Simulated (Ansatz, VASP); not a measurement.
## One calculation of TiO2, two programs

Contents of INCAR:

```
ALGO     = Normal         # electronic algorithm
EDIFF    = 1E-6           # SCF threshold, eV
ENCUT    = 520            # plane-wave cutoff, eV
ISIF     = 2              # what is computed and relaxed
ISMEAR   = -1             # smearing method
LASPH    = T              # aspherical terms in the spheres
LCHARG   = T              # write CHGCAR
LELF     = T              # ELF
LREAL    = F              # projectors in reciprocal space
LVHAR    = T            
LWAVE    = F              # write WAVECAR
NBANDS   = 33             # bands
NELM     = 100            # most SCF steps
PREC     = Accurate       # precision mode
SIGMA    = 0.08           # smearing width, eV
```

KPOINTS

```
k-points
0
Gamma
  13 13 13
```

File POSCAR:

```
TiO2
1.0
   -1.8925000000      1.8925000000      4.8045700000
    1.8925000000     -1.8925000000      4.8045700000
    1.8925000000      1.8925000000     -4.8045700000
Ti O
2 4
Direct
    0.0000000000      0.0000000000      0.0000000000
    0.7500000000      0.2500000000      0.5000000000
    0.2066000000      0.2066000000      0.0000000000
    0.9566000000      0.4566000000      0.5000000000
    0.5434000000      0.0434000000      0.5000000000
    0.7934000000      0.7934000000      0.0000000000
```

Input for Ansatz:

```yaml
crystal:
  lattice:
    - [-1.8925, 1.8925, 4.80457]
    - [1.8925, -1.8925, 4.80457]
    - [1.8925, 1.8925, -4.80457]
  atoms:
    - { symbol: Ti, position: [0.0, 0.0, 0.0] }
    - { symbol: Ti, position: [0.75, 0.25, 0.5] }
    - { symbol: O, position: [0.2066, 0.2066, 0.0] }
    - { symbol: O, position: [0.9566, 0.4566, 0.5] }
    - { symbol: O, position: [0.5434, 0.0434, 0.5] }
    - { symbol: O, position: [0.7934, 0.7934, 0.0] }
kpoints:
  mp_grid: { grid: [13, 13, 13] }
  band_path:
    path:
      - [0.0, 0.0, 0.0]
      - [0.0, 0.0, 0.5]
      - [0.25, 0.25, 0.25]
      - [0.0, 0.5, 0.0]
      - [0.0, 0.0, 0.0]
      - [0.5, 0.5, -0.5]
      - [0.2887884776, 0.7112115224, -0.2887884776]
      - [-0.2887884776, 0.2887884776, 0.2887884776]
      - [0.0, 0.0, 0.0]
    npoints: 5
scf:
  occupations: { method: fermi_dirac, width: 0.08 }
hamiltonian:
  xc: lda
  pseudopotentials: { kind: all_electron, lapw: { basis_error: 0.001 } }
output:
  forces: true
  stress: true
  eigenvalues: true
```

Change from the starting cell: zz strain of +1 %.

Alike in both runs: task single point; functional LDA; k mesh 13 × 13 × 13; occupations fermi-dirac, width 0.08 eV; no spin polarisation.

|  | VASP | Ansatz |
| --- | --- | --- |
| version | VASP 6.6.1 | Ansatz 0.2.0 |
| potentials or method | VASP PAW LDA potentials, release 64 (Ti_sv, O), cutoff 520 eV | all-electron LAPW, scalar-relativistic |

|  | VASP | Ansatz | Ansatz less VASP |
| --- | --- | --- | --- |
| pressure (GPa) | -7.0 | -7.9 | -0.92 |
| traceless stress, the component that is largest in VASP (GPa) | 0.60 | 0.56 | -0.044 |
| rms of the force components (eV/Å) | 0.022 | 0.034 | +0.0124 |

LDA's correlation is that of Perdew and Zunger in VASP and of Perdew and Wang (1992) in Ansatz. Atom by atom the forces differ by 0.012 eV/Å (rms over components). Ansatz ran all-electron here, and VASP with PAW potentials.
